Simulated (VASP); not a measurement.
# CsSb6I (P1) in VASP: single point with r2SCAN

Aim: the single point of CsSb6I with r2SCAN.

All numbers are computed with VASP 6.6.1; they aren't measurements. Logs are shortened: lines on timing, memory, paths and dates and some standing lists are left out, and cuts for length are marked.

**1. The cell of the first run**

The typed cell holds 8 atoms: a = 6.372 Å, b = 6.618 Å, c = 6.472 Å, α = 95.37°, β = 97.43°, γ = 98.25°.

**2. Single point, r2SCAN**

Contents of POSCAR:

```
CsSb6I
1.0
    6.3704552200     -0.1123403600     -0.0723107000
   -0.8328793200      6.5647473800      0.0622464800
   -0.7782683600     -0.7701986000      6.3785724400
Sb Cs I
6 1 1
Direct
    0.0729600000      0.8015980000      0.6972150000
    0.7101620000      0.0740320000      0.8102350000
    0.8164060000      0.7168870000      0.0697150000
    0.9119920000      0.1876610000      0.3054560000
    0.3081620000      0.9184310000      0.1962100000
    0.1846310000      0.3081810000      0.9284510000
    0.4891750000      0.4866510000      0.5028820000
    0.0071490000      0.0107700000      0.9954460000
```

Contents of INCAR.step1:

```
ALGO     = Normal         # electronic algorithm
EDIFF    = 1E-4           # SCF threshold, eV
ENCUT    = 520            # plane-wave cutoff, eV
GGA      = PE             # functional
ISMEAR   = -1             # smearing method
LASPH    = T              # aspherical terms in the spheres
LCHARG   = F              # write CHGCAR
LREAL    = F              # projectors in reciprocal space
LWAVE    = T              # write WAVECAR
NBANDS   = 33             # bands
NELM     = 100            # most SCF steps
PREC     = Accurate       # precision mode
SIGMA    = 0.1            # smearing width, eV
```

Contents of INCAR.step2:

```
ALGO     = Normal         # electronic algorithm
EDIFF    = 1E-6           # SCF threshold, eV
ENCUT    = 520            # plane-wave cutoff, eV
ISIF     = 2              # what is computed and relaxed
ISMEAR   = -1             # smearing method
ISTART   = 1            
LASPH    = T              # aspherical terms in the spheres
LCHARG   = F              # write CHGCAR
LMIXTAU  = T            
LREAL    = F              # projectors in reciprocal space
LWAVE    = F              # write WAVECAR
METAGGA  = R2SCAN         # meta-GGA
NBANDS   = 33             # bands
NELM     = 100            # most SCF steps
PREC     = Accurate       # precision mode
SIGMA    = 0.1            # smearing width, eV
```

Contents of KPOINTS:

```
Automatic mesh
0
Gamma
  3 3 3
  0.5 0 0.5
```

Potentials or basis: VASP PAW PBE potentials, release 64 (Sb, Cs_sv, I).

Command:

```
> cat potpaw_PBE.64/Sb/POTCAR potpaw_PBE.64/Cs_sv/POTCAR potpaw_PBE.64/I/POTCAR > POTCAR
> cp INCAR.step1 INCAR
> mpirun -np 1 vasp_std > vasp.out
> cp INCAR.step2 INCAR
> mpirun -np 1 vasp_std > vasp.out
```

OUTCAR:

```text
EDIFF = 1E-6
   ENCUT = 520
   ISIF = 2
   ISMEAR = -1
   ISTART = 1
   LASPH = T
   LREAL = F
   METAGGA = R2SCAN
   NELM = 100
   PREC = Accurate

 ion  position               nearest neighbor table
   1  0.073  0.802  0.697-   8 2.39   3 3.13   2 3.24   5 3.35   6 3.48
   2  0.710  0.074  0.810-   8 2.22   3 3.13   6 3.16   1 3.24   4 3.27   4 3.76
   3  0.816  0.717  0.070-   8 2.27   2 3.13   1 3.13   5 3.19   4 3.28
   4  0.912  0.188  0.305-   8 2.42   6 3.27   2 3.27   3 3.28   5 3.40   2 3.76
   5  0.308  0.918  0.196-   8 2.36   3 3.19   1 3.35   6 3.37   4 3.40
   6  0.185  0.308  0.928-   8 2.23   2 3.16   4 3.27   5 3.37   1 3.48
   7  0.489  0.487  0.503-
   8  0.007  0.011  0.995-   2 2.22   6 2.23   3 2.27   5 2.36   1 2.39   4 2.42

  LATTYP: Found a triclinic cell.
 ALAT       =     6.3718560015
 B/A-ratio  =     1.5147034713
 C/A-ratio  =     1.8284117902
 COS(alpha) =     0.0066909343
 COS(beta)  =     0.5565566642
 COS(gamma) =     0.7469079056

  Lattice vectors:

 A1 = (  -6.3704552200,   0.1123403600,   0.0723107000)
 A2 = (  -7.1487235800,  -0.6578582400,   6.4508831400)
 A3 = (  -6.4250661800,   7.4472863400,  -6.2440152600)

Analysis of symmetry for initial positions (statically):
=====================================================================
 Subroutine PRICEL returns:
 Original cell was already a primitive cell.

 Routine SETGRP: Setting up the symmetry group for a
 triclinic supercell.

 Subroutine GETGRP returns: Found  1 space group operations
 (whereof  1 operations were pure point group operations)
 out of a pool of  2 trial point group operations.

The static configuration has the point symmetry C_1 .

Analysis of symmetry for dynamics (positions and initial velocities):
=====================================================================
 Subroutine PRICEL returns:
 Original cell was already a primitive cell.

 Routine SETGRP: Setting up the symmetry group for a
 triclinic supercell.

 Subroutine GETGRP returns: Found  1 space group operations
 (whereof  1 operations were pure point group operations)
 out of a pool of  2 trial point group operations.

The dynamic configuration has the point symmetry C_1 .

 Subroutine INISYM returns: Found  1 space group operations
 (whereof  1 operations are pure point group operations),
 and found     1 'primitive' translations
[... 96 lines left out ...]
   EDIFF  = 0.1E-05   stopping-criterion for ELM
   LREAL  =      F    real-space projection
   EDIFFG = 0.1E-04   stopping-criterion for IOM
   NSW    =      0    number of steps for IOM
   IBRION =     -1    ionic relax: 0-MD 1-quasi-New 2-CG
   NFREE  =      0    steps in history (QN), initial steepest desc. (CG)
   ISIF   =      2    stress and relaxation
   ISYM   =      2    0-nonsym 1-usesym 2-fastsym
   POTIM  = 0.5000    time-step for ionic-motion
   TEBEG  =    0.0;   TEEND  =   0.0 temperature during run
   PSTRESS=    0.0 pullay stress
   NELECT =      46.0000    total number of electrons
   NUPDOWN=      -1.0000    fix difference up-down
   EMIN   =  10.00;   EMAX   =-10.00  energy-range for DOS
   EFERMI =   0.00;   METHOD = LEGACY
   ISMEAR =    -1;   SIGMA  =   0.10  broadening in eV -4-tet -1-fermi 0-gaus
   EFERMI_NEDOS =   21; number of points for ismear=-14 and -15
   IALGO  =     38    algorithm
   IMIX   =      4    mixing-type and parameters
     AMIX     =   0.40;   BMIX     =  1.00
     AMIX_MAG =   1.60;   BMIX_MAG =  1.00
  volume/ion in A,a.u.               =      33.26       224.43
  Fermi-wavevector in a.u.,A,eV,Ry     =   0.912021  1.723470 11.317084  0.831782
  Thomas-Fermi vector in A             =   2.036368
   LORBIT       =      0    0 simple, 1 ext, 2 COOP (PROOUT), +10 PAW based schemes
   METAGGA = R2SCAN    functional components
   LHFCALC =     F    Hartree Fock is set to
   AEXX    =    0.0000 exact exchange contribution
   IVDW    =     0    specifies the selected vdW correction
   LEPSILON=     F    determine dielectric tensor
   LRPA    =     F    only Hartree local field effects (RPA)
 non-spin polarized calculation
  energy-cutoff  :      520.00
  volume of cell :      266.05
 maximum number of plane-waves:      7176
   NGX = 23   NGY = 25   NGZ = 25

 number of electron      45.9999999 magnetization

 Free energy of the ion-electron system (eV)
  ---------------------------------------------------
  ext. energy  EPLUGINS =         0.00000000
  ---------------------------------------------------
  free energy    TOTEN  =      -182.24980330 eV

  energy without entropy =     -182.03814450  energy(sigma->0) =     -182.14397390

 E-fermi :   5.7397     XC(G=0):  -9.4220

 val. band max:        5.7283823370   @ k =  -0.1667  -0.0000   0.1667
 cond. band min:       5.7718918770   @ k =   0.5000   0.3333   0.1667
 fundamental gap:      0.0435095400
 Fermi energy:         5.7397447826

 k-point     1 :       0.1667    0.0000    0.1667
  band No.  band energies     occupation
      1     -16.7401      2.00000
      2     -15.0838      2.00000
      3      -7.6014      2.00000
      4      -7.3255      2.00000
      5      -6.7871      2.00000
      6      -3.5274      2.00000
[... 493 lines left out ...]
     32      10.1640      0.00000
     33      10.5284      0.00000

------------------------ aborting loop because EDIFF is reached ----------------------------------------

  FORCE on cell =-STRESS in cart. coord.  units (eV):
  Direction    XX          YY          ZZ          XY          YZ          ZX
  --------------------------------------------------------------------------------------
  -------------------------------------------------------------------------------------
  Total       51.3593465     61.4134381     42.6247967      3.8065399     -4.2097031      7.3619061
  in kB      309.2873557    369.8333634    256.6876635     22.9230846    -25.3509443     44.3335953
  external PRESSURE =     311.9361275 kB  Pullay stress =       0.0000000 kB

 VOLUME and BASIS-vectors are now :
 -----------------------------------------------------------------------------
  energy-cutoff  :      520.00
  volume of cell :      266.05
      direct lattice vectors                 reciprocal lattice vectors
     6.370455220 -0.112340360 -0.072310700     0.157568918  0.019786057  0.021614569
    -0.832879320  6.564747380  0.062246480     0.002902674  0.152519072  0.018770506
    -0.778268360 -0.770198600  6.378572440     0.001757954 -0.001264081  0.156836749

 POSITION                                       TOTAL-FORCE (eV/Angst)
 -----------------------------------------------------------------------------------
     -0.74547      4.71710      4.49186         2.832882     -4.405643     -7.063806
      3.83182     -0.21782      5.12140       -12.489227      4.179240     -8.021450
      4.54954      4.56077      0.43027        -5.582930    -11.835322      2.673556
      5.41578      0.89423      1.89411        -3.068433      3.253424      6.414592
      1.04549      5.84353      1.28643         7.379472     -3.353667      5.174198
      0.19692      1.28730      5.92802         5.798774     13.068096     -2.416485
      2.31957      2.75247      3.20259         0.096140      0.122238     -0.033604
     -0.73815     -0.69679      6.34968         5.033323     -1.028367      3.272999
 -----------------------------------------------------------------------------------
    total drift:                               -0.000383     -0.000257      0.000333

  FREE ENERGIE OF THE ION-ELECTRON SYSTEM (eV)
  ---------------------------------------------------
  free  energy   TOTEN  =      -182.2498033035 eV

  energy  without entropy=     -182.0381444960  energy(sigma->0) =     -182.14397390
```

OSZICAR.step1:

```text
N       E                     dE             d eps       ncg     rms          rms(c)
DAV:   1     0.298982021345E+03    0.29898E+03   -0.15708E+04   924   0.110E+03
DAV:   2     0.222370050669E+02   -0.27675E+03   -0.26528E+03  1109   0.194E+02
DAV:   3    -0.573501467746E+01   -0.27972E+02   -0.27199E+02  1109   0.667E+01
DAV:   4    -0.640227377858E+01   -0.66726E+00   -0.66459E+00  1120   0.118E+01
DAV:   5    -0.641462581698E+01   -0.12352E-01   -0.12347E-01  1200   0.174E+00    0.243E+01
DAV:   6    -0.607793621467E+01    0.33669E+00   -0.36084E-01  1166   0.234E+00    0.149E+01
DAV:   7    -0.596695925305E+01    0.11098E+00   -0.31786E-01  1144   0.194E+00    0.186E+00
DAV:   8    -0.596032421697E+01    0.66350E-02   -0.45691E-02  1069   0.890E-01    0.111E+00
DAV:   9    -0.595971178069E+01    0.61244E-03   -0.78521E-03  1168   0.300E-01    0.581E-01
DAV:  10    -0.595938885903E+01    0.32292E-03   -0.86503E-04  1120   0.118E-01    0.222E-01
DAV:  11    -0.595931070174E+01    0.78157E-04   -0.31541E-04   943   0.762E-02
   1 F= -.59593107E+01 E0= -.58456240E+01  d E =-.227373E+00
```

It took 4.6 min on 1 thread of Intel Xeon Platinum 8559C (Emerald Rapids), shared host; peak memory 0.42 GiB.

What came out:

```yaml
Free_energy: -182.2498 eV
Pressure: 31.2 GPa
Largest_force: 15.420 eV/Å
Band_gap_on_the_k_mesh: 0.04 eV (least direct gap 0.19 eV)
```

Forces in eV/Å, atoms in the order of the input:
```
Sb    2.833  -4.406  -7.064
Sb  -12.489   4.179  -8.021
Sb   -5.583 -11.835   2.674
Sb   -3.068   3.253   6.415
Sb    7.379  -3.354   5.174
Sb    5.799  13.068  -2.416
Cs    0.096   0.122  -0.034
I     5.033  -1.028   3.273
```

Levels at points of the mesh, in eV from the valence-band top:
```
           k point  band 20  band 21  band 22  band 23  band 24  band 25  band 26  band 27
(0.50, 0.00, 0.50)    -1.06    -0.79    -0.34    -0.10     0.29     0.55     0.86     1.62
```

Caveat: the cell stands under pressure; the PAW data sets were made with another functional, which shifts forces and pressure a little; spin-orbit coupling is left out, which moves the levels of the heavy elements; a shifted mesh leaves out Γ, where band edges can lie. A k mesh can miss the band edges.
